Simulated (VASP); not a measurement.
# TaTeI2 (Pmmm) in VASP: a series of runs

The runs below take TaTeI2 through single point, with PBE.

All numbers are computed with VASP 6.6.1; they aren't measurements. Logs are shortened: lines on timing, memory, paths and dates and some standing lists are left out, and cuts for length are marked.

### Step 1. The cell of the first run

The structure is orthorhombic, space group Pmmm (No. 47). The conventional cell has a = 3.460 Å, b = 4.849 Å, c = 9.250 Å, α = 90.00°, β = 90.00°, γ = 90.00°. Ta (site symmetry mmm) has 4 I at 2.96 Å and 4 Te at 2.98 Å and 2 Ta at 3.46 Å within 3.9 Å. Within 3.9 Å of Te (site symmetry mmm) lie 4 Ta at 2.98 Å and 4 I at 3.41 Å and 2 Te at 3.46 Å. I (site symmetry mm2) has 2 Ta at 2.96 Å and 2 Te at 3.41 Å and 2 I at 3.46 Å within 3.9 Å.

The cell was generated, and may not be a known phase.

### Step 2. Single point, PBE

The input, INCAR:

```
SYSTEM = TaTeI2
PREC     = Accurate       ! precision mode
ENCUT    = 520            ! plane-wave cutoff, eV
EDIFF    = 1E-7           ! SCF threshold, eV
ISMEAR   = 0              ! smearing method
SIGMA    = 0.1            ! smearing width, eV
LREAL    = .False.        ! projectors in reciprocal space
LASPH    = .True.         ! aspherical terms in the spheres
NELM     = 100            ! most SCF steps
ALGO     = Fast           ! electronic algorithm
ISIF     = 2              ! what is computed and relaxed
LWAVE    = .False.        ! write WAVECAR
LCHARG   = .True.         ! write CHGCAR
GGA      = PE             ! functional
LELF     = .True.         ! ELF
LVHAR    = .True.       
NBANDS   = 24             ! bands
```

The input, KPOINTS:

```
Automatic mesh
0
Gamma
  6 4 2
  0 0 0
```

The input, POSCAR:

```
TaTeI2
1.0
    3.4601024832      0.0000000000      0.0000000000
    0.0000000000      4.8489431126      0.0000000000
    0.0000000000      0.0000000000      9.2498867031
Ta Te I
1 1 2
Direct
    0.5000000000      0.5000000000      0.0000000000
    0.0000000000      0.0000000000      0.0000000000
    0.0000000000      0.5000000000      0.7407686310
    0.0000000000      0.5000000000      0.2592313690
```

Potentials or basis: VASP PAW PBE potentials, release 64 (Ta_pv, Te, I).

The run is started by

```
$ cat potpaw_PBE.64/Ta_pv/POTCAR potpaw_PBE.64/Te/POTCAR potpaw_PBE.64/I/POTCAR > POTCAR
$ mpirun -np 1 vasp_std > vasp.out
```

OUTCAR:

```text
SYSTEM = TaTeI2
   PREC = Accurate
   ENCUT = 520
   EDIFF = 1E-7
   ISMEAR = 0
   LREAL = .False.
   LASPH = .True.
   NELM = 100
   ISIF = 2
   GGA = PE

 ion  position               nearest neighbor table
   1  0.500  0.500  0.000-   3 2.96   4 2.96   3 2.96   4 2.96   2 2.98   2 2.98   2 2.98   2 2.98

   2  0.000  0.000  0.000-   1 2.98   1 2.98   1 2.98   1 2.98   3 3.41   4 3.41   4 3.41   3 3.41

   3  0.000  0.500  0.741-   1 2.96   1 2.96   2 3.41   2 3.41
   4  0.000  0.500  0.259-   1 2.96   1 2.96   2 3.41   2 3.41

  LATTYP: Found a simple orthorhombic cell.
 ALAT       =     3.4601024832
 B/A-ratio  =     1.4013871370
 C/A-ratio  =     2.6732984783

  Lattice vectors:

 A1 = (   3.4601024832,   0.0000000000,   0.0000000000)
 A2 = (   0.0000000000,   4.8489431126,   0.0000000000)
 A3 = (   0.0000000000,   0.0000000000,   9.2498867031)

Analysis of symmetry for initial positions (statically):
=====================================================================
 Subroutine PRICEL returns:
 Original cell was already a primitive cell.

 Routine SETGRP: Setting up the symmetry group for a
 simple orthorhombic supercell.

 Subroutine GETGRP returns: Found  8 space group operations
 (whereof  8 operations were pure point group operations)
 out of a pool of  8 trial point group operations.

The static configuration has the point symmetry D_2h.

Analysis of symmetry for dynamics (positions and initial velocities):
=====================================================================
 Subroutine PRICEL returns:
 Original cell was already a primitive cell.

 Routine SETGRP: Setting up the symmetry group for a
 simple orthorhombic supercell.

 Subroutine GETGRP returns: Found  8 space group operations
 (whereof  8 operations were pure point group operations)
 out of a pool of  8 trial point group operations.

The dynamic configuration has the point symmetry D_2h.

 Subroutine INISYM returns: Found  8 space group operations
 (whereof  8 operations are pure point group operations),
 and found     1 'primitive' translations

----------------------------------------------------------------------------------------

                                     Primitive cell

  volume of cell :     155.1931

  direct lattice vectors                    reciprocal lattice vectors
     3.460102483  0.000000000  0.000000000     0.289008781  0.000000000  0.000000000
     0.000000000  4.848943113  0.000000000     0.000000000  0.206230508  0.000000000
     0.000000000  0.000000000  9.249886703     0.000000000  0.000000000  0.108109432

  length of vectors
     3.460102483  4.848943113  9.249886703     0.289008781  0.206230508  0.108109432

  position of ions in fractional coordinates (direct lattice)
     0.500000000  0.500000000  0.000000000
     0.000000000  0.000000000  0.000000000
     0.000000000  0.500000000  0.740768631
     0.000000000  0.500000000  0.259231369

  ion indices of the primitive-cell ions
   primitive index   ion index
                 1           1
                 2           2
                 3           3
                 4           4

----------------------------------------------------------------------------------------

 KPOINTS: Automatic mesh

Automatic generation of k-mesh.
 Grid dimensions read from file:
 generate k-points for:    6    4    2

 Generating k-lattice:

  Cartesian coordinates                     Fractional coordinates (reciprocal lattice)
     0.048168130  0.000000000  0.000000000     0.166666667  0.000000000  0.000000000
     0.000000000  0.051557627  0.000000000     0.000000000  0.250000000  0.000000000
     0.000000000  0.000000000  0.054054716     0.000000000  0.000000000  0.500000000

  Length of vectors
     0.048168130  0.051557627  0.054054716

  Shift w.r.t. Gamma in fractional coordinates (k-lattice)
     0.000000000  0.000000000  0.000000000

 Subroutine IBZKPT returns following result:
 ===========================================

 Found     24 irreducible k-points:

 Following reciprocal coordinates:
            Coordinates               Weight
  0.000000  0.000000  0.000000      1.000000
  0.166667  0.000000  0.000000      2.000000
  0.333333  0.000000  0.000000      2.000000
  0.500000  0.000000  0.000000      1.000000
  0.000000  0.250000  0.000000      2.000000
  0.166667  0.250000  0.000000      4.000000
[... 16 lines left out ...]
  0.333333  0.500000  0.500000      2.000000
  0.500000  0.500000  0.500000      1.000000
   k-points           NKPTS =     24   k-points in BZ     NKDIM =     24   number of bands    NBANDS=     24
   number of dos      NEDOS =    301   number of ions     NIONS =      4
   total plane-waves  NPLWV =  70560
   dimension x,y,z NGX =    28 NGY =   36 NGZ =   70
   dimension x,y,z NGXF=    56 NGYF=   72 NGZF=  140
   ions per type =               1   1   2
   NGX,Y,Z   is equivalent  to a cutoff of  13.45, 12.34, 12.58 a.u.
   NGXF,Y,Z  is equivalent  to a cutoff of  26.91, 24.69, 25.16 a.u.
 SYSTEM =  TaTeI2
   PREC   = accura    normal or accurate (medium, high low for compatibility)
   ISTART =      0    job   : 0-new  1-cont  2-samecut
   ICHARG =      2    charge: 1-file 2-atom 10-const
   ISPIN  =      1    spin polarized calculation?
   LNONCOLLINEAR =      F non collinear calculations
   LSORBIT =      F    spin-orbit coupling
   LASPH  =      T    aspherical Exc in radial PAW
   ENCUT  =  520.0 eV  38.22 Ry    6.18 a.u.   6.43  9.02 17.20*2*pi/ulx,y,z
   NELM   =    100;   NELMIN=  2; NELMDL= -5     # of ELM steps
   EDIFF  = 0.1E-06   stopping-criterion for ELM
   LREAL  =      F    real-space projection
   EDIFFG = 0.1E-05   stopping-criterion for IOM
   NSW    =      0    number of steps for IOM
   IBRION =     -1    ionic relax: 0-MD 1-quasi-New 2-CG
   NFREE  =      0    steps in history (QN), initial steepest desc. (CG)
   ISIF   =      2    stress and relaxation
   ISYM   =      2    0-nonsym 1-usesym 2-fastsym
   POTIM  = 0.5000    time-step for ionic-motion
   TEBEG  =    0.0;   TEEND  =   0.0 temperature during run
   PSTRESS=    0.0 pullay stress
   NELECT =      31.0000    total number of electrons
   NUPDOWN=      -1.0000    fix difference up-down
   EMIN   =  10.00;   EMAX   =-10.00  energy-range for DOS
   EFERMI =   0.00;   METHOD = LEGACY
   ISMEAR =     0;   SIGMA  =   0.10  broadening in eV -4-tet -1-fermi 0-gaus
   EFERMI_NEDOS =   21; number of points for ismear=-14 and -15
   IALGO  =     68    algorithm
   IMIX   =      4    mixing-type and parameters
     AMIX     =   0.40;   BMIX     =  1.00
     AMIX_MAG =   1.60;   BMIX_MAG =  1.00
  volume/ion in A,a.u.               =      38.80       261.82
  Fermi-wavevector in a.u.,A,eV,Ry     =   0.956984  1.808437 12.460460  0.915818
  Thomas-Fermi vector in A             =   2.085961
   LORBIT       =      0    0 simple, 1 ext, 2 COOP (PROOUT), +10 PAW based schemes
   GGA     = PE    functional components
   LHFCALC =     F    Hartree Fock is set to
   AEXX    =    0.0000 exact exchange contribution
   IVDW    =     0    specifies the selected vdW correction
   LEPSILON=     F    determine dielectric tensor
   LRPA    =     F    only Hartree local field effects (RPA)
 non-spin polarized calculation
 RMM-DIIS sequential band-by-band and
 Gauss-broadening in eV      SIGMA  =   0.10
  energy-cutoff  :      520.00
  volume of cell :      155.19
 maximum number of plane-waves:      4232
 NGX is ok and might be reduce to    28
   NGX = 13   NGY = 19   NGZ = 35

 number of electron      30.9999998 magnetization

 Free energy of the ion-electron system (eV)
  ---------------------------------------------------
  ext. energy  EPLUGINS =         0.00000000
  ---------------------------------------------------
  free energy    TOTEN  =       -17.50052529 eV

  energy without entropy =      -17.49175650  energy(sigma->0) =      -17.49614090

 E-fermi :   3.4739     XC(G=0):  -8.0254

 val. band max:        3.4356285581   @ k =   0.5000   0.0000   0.0000
 cond. band min:       3.7475753509   @ k =   0.3333   0.5000   0.0000
 fundamental gap:      0.3119467928
 Fermi energy:         3.4738718438

 k-point     1 :       0.0000    0.0000    0.0000
  band No.  band energies     occupation
      1     -32.0515      2.00000
      2     -32.0090      2.00000
      3     -31.8355      2.00000
      4     -10.4399      2.00000
      5      -9.8460      2.00000
      6      -8.2955      2.00000
[... 16 lines left out ...]
     23       9.3292      0.00000
     24      10.0897      0.00000

 k-point     2 :       0.1667    0.0000    0.0000
  band No.  band energies     occupation
      1     -32.0477      2.00000
      2     -32.0053      2.00000
      3     -31.8665      2.00000
      4     -10.2011      2.00000
      5      -9.6926      2.00000
      6      -8.0374      2.00000
[... 16 lines left out ...]
     23       9.9722      0.00000
     24      10.2708      0.00000

 k-point     3 :       0.3333    0.0000    0.0000
  band No.  band energies     occupation
      1     -32.0403      2.00000
      2     -31.9978      2.00000
      3     -31.9279      2.00000
      4      -9.6396      2.00000
      5      -9.3462      2.00000
      6      -7.3814      2.00000
[... 16 lines left out ...]
     23       8.8721      0.00000
     24       9.3902      0.00000
[... 514 lines left out ...]
 k-point    23 :       0.3333    0.5000    0.5000
  band No.  band energies     occupation
      1     -32.0402      2.00000
      2     -32.0018      2.00000
      3     -31.9275      2.00000
      4      -9.3266      2.00000
      5      -9.3143      2.00000
      6      -7.7758      2.00000
[... 16 lines left out ...]
     23       9.3106      0.00000
     24       9.4480      0.00000

 k-point    24 :       0.5000    0.5000    0.5000
  band No.  band energies     occupation
      1     -32.0365      2.00000
      2     -31.9983      2.00000
      3     -31.9581      2.00000
      4      -9.1145      2.00000
      5      -9.0152      2.00000
      6      -7.5370      2.00000
[... 16 lines left out ...]
     23       8.3967      0.00000
     24       8.4756      0.00000

------------------------ aborting loop because EDIFF is reached ----------------------------------------

  FORCE on cell =-STRESS in cart. coord.  units (eV):
  Direction    XX          YY          ZZ          XY          YZ          ZX
  --------------------------------------------------------------------------------------
  -------------------------------------------------------------------------------------
  Total        0.0996846     -0.0228890      0.2460748      0.0000000      0.0000000      0.0000000
  in kB        1.0291209     -0.2363008      2.5404181      0.0000000      0.0000000      0.0000000
  external PRESSURE =       1.1110794 kB  Pullay stress =       0.0000000 kB

 VOLUME and BASIS-vectors are now :
 -----------------------------------------------------------------------------
  energy-cutoff  :      520.00
  volume of cell :      155.19
      direct lattice vectors                 reciprocal lattice vectors
     3.460102483  0.000000000  0.000000000     0.289008781  0.000000000  0.000000000
     0.000000000  4.848943113  0.000000000     0.000000000  0.206230508  0.000000000
     0.000000000  0.000000000  9.249886703     0.000000000  0.000000000  0.108109432

 POSITION                                       TOTAL-FORCE (eV/Angst)
 -----------------------------------------------------------------------------------
      1.73005      2.42447      0.00000         0.000000      0.000000      0.000000
      0.00000      0.00000      0.00000         0.000000      0.000000      0.000000
      0.00000      2.42447      6.85203         0.000000      0.000000     -0.027807
      0.00000      2.42447      2.39786         0.000000      0.000000      0.027807
 -----------------------------------------------------------------------------------
    total drift:                                0.000000      0.000000     -0.000000

  FREE ENERGIE OF THE ION-ELECTRON SYSTEM (eV)
  ---------------------------------------------------
  free  energy   TOTEN  =       -17.5005252880 eV

  energy  without entropy=      -17.4917565025  energy(sigma->0) =      -17.49614090
```

Run time: 53 s. Hardware: 1 thread of Oxide Virtual Turin-like, shared host; peak memory 0.28 GiB.

Results:

| Item | Value |
| --- | --- |
| Free energy | -17.5005 eV |
| Pressure | 0.1 GPa |
| Largest force | 0.028 eV/Å |
| Band gap on the k mesh | zero (an odd number of electrons rules out a gap without spin polarisation) |

Forces in eV/Å, atoms in the order of the input:
```
Ta   0.000  0.000  0.000
Te   0.000  0.000  0.000
I    0.000  0.000 -0.028
I    0.000  0.000  0.028
```

Stress tensor (GPa, compression positive):
```
 0.10  0.00  0.00
 0.00 -0.02  0.00
 0.00  0.00  0.25
```

Caveat: spin-orbit coupling is left out, which moves the levels of the heavy elements; this functional lacks dispersion, which binds layers or chains, so the pressure and a relaxed spacing across them are unreliable; an odd number of electrons without spin polarisation forces a metal; a magnetic or distorted state may lie lower.

### Step 3. Single point, PBE

This run uses another cell than the first one, of 36.79 Å³/atom.

The input, INCAR:

```
PREC = Accurate ; ENCUT = 520
EDIFF = 1E-6 ; ISMEAR = 0
SIGMA = 0.1 ; LREAL = F
LASPH = T ; NELM = 60
ALGO = Fast ; ISIF = 2
LWAVE = F ; LCHARG = T
GGA = PE ; LELF = T
LVHAR = T ; NBANDS = 24
```

The input, KPOINTS:

```
Automatic mesh
0
Gamma
  4 4 4
```

The input, POSCAR:

```
TaTeI2
1.0
    4.3586424400      0.0000000000      0.0000000000
    0.0000000000      5.2741974600      0.0000000000
    0.0000000000      0.0000000000      6.4016255800
Ta Te I
1 1 2
Direct
    0.5000000000      0.5000000000      0.0000000000
    0.0000000000      0.0000000000      0.0000000000
    0.0000000000      0.5000000000      0.7204271900
    0.0000000000      0.5000000000      0.2795728100
```

Potentials or basis: VASP PAW PBE potentials, release 64 (Ta_pv, Te, I).

The run is started by

```
$ cat potpaw_PBE.64/Ta_pv/POTCAR potpaw_PBE.64/Te/POTCAR potpaw_PBE.64/I/POTCAR > POTCAR
$ mpirun -np 1 vasp_std > vasp.out
```

Wall time 53 s (1 thread of Oxide Virtual Turin-like, shared host); peak memory 0.26 GiB.

The run converged. Its results:

```yaml
Free_energy: -14.0192 eV
Pressure: 4.2 GPa
Largest_force: 1.624 eV/Å
Band_gap_on_the_k_mesh: zero (an odd number of electrons rules out a gap without spin polarisation)
```

Forces on the atoms (eV/Å):
```
Ta   0.000  0.000  0.000
Te   0.000  0.000  0.000
I    0.000  0.000  1.624
I    0.000  0.000 -1.624
```

Stress tensor (GPa, compression positive):
```
-7.31  0.00  0.00
 0.00  3.57  0.00
 0.00  0.00 16.48
```

Levels at points of the mesh, in eV from the Fermi level:
```tsv
k point	band 11	band 12	band 13	band 14	band 15	band 16	band 17	band 18	band 19	band 20
(0.00, 0.00, 0.00)	-3.60	-1.91	-1.08	-0.80	-0.68	-0.36	0.07	0.19	1.07	2.66
(0.50, 0.00, 0.00)	-3.41	-3.07	-1.89	-1.16	-0.99	-0.18	-0.12	1.97	2.31	2.49
(0.00, 0.50, 0.00)	-3.82	-2.30	-1.82	-0.90	-0.22	0.64	1.21	2.02	2.24	2.87
(0.50, 0.50, 0.00)	-3.70	-3.25	-1.60	-0.52	-0.45	-0.40	0.11	0.30	1.18	2.13
(0.00, 0.00, 0.50)	-4.09	-3.64	-1.65	-0.57	-0.55	-0.35	0.31	0.67	0.71	1.83
(0.50, 0.00, 0.50)	-4.09	-3.19	-2.68	-1.46	-0.18	0.01	0.32	2.33	2.54	2.57
(0.00, 0.50, 0.50)	-3.35	-2.56	-2.29	-1.43	-0.26	0.11	0.66	1.86	2.02	2.39
(0.50, 0.50, 0.50)	-4.07	-3.22	-2.65	-0.53	-0.30	0.16	0.33	0.58	0.80	2.17
```

Caveat: the k points lie up to 0.36 Å⁻¹ apart, too coarse for converged energies and pressures of a metal; spin-orbit coupling is left out, which moves the levels of the heavy elements; an odd number of electrons without spin polarisation forces a metal; a magnetic or distorted state may lie lower.

The gap in the log of VASP goes by the Fermi energy; the results here count the filled bands.